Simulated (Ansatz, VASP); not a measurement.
**One calculation of Ge, two programs**

```
Ge
1.0
     0.00000    2.81104    2.81104
     2.81104    0.00000    2.81104
     2.81104    2.81104    0.00000
Ge
2
Direct
  0.87500 0.87500 0.87500
  0.12500 0.12500 0.12500
```

Change from the starting cell: volume scaled by 1, crystal datasets.

Alike in both runs: task single point; functional LDA; k mesh 13 × 13 × 13; occupations fermi-dirac, width 0.05 eV; no spin polarisation.

|  | VASP | Ansatz |
| --- | --- | --- |
| version | VASP 6.6.1 | Ansatz 0.2.0 |
| potentials or method | VASP PAW LDA potentials, release 64 (Ge_d), cutoff 500 eV | all-electron PAW with datasets made for the crystal, scalar-relativistic |

```csv
,VASP,Ansatz,Ansatz less VASP
pressure (GPa),0.2,0.0,-0.14
```

LDA's correlation is that of Perdew and Zunger in VASP and of Perdew and Wang (1992) in Ansatz. Ansatz ran all-electron here, and VASP with PAW potentials.
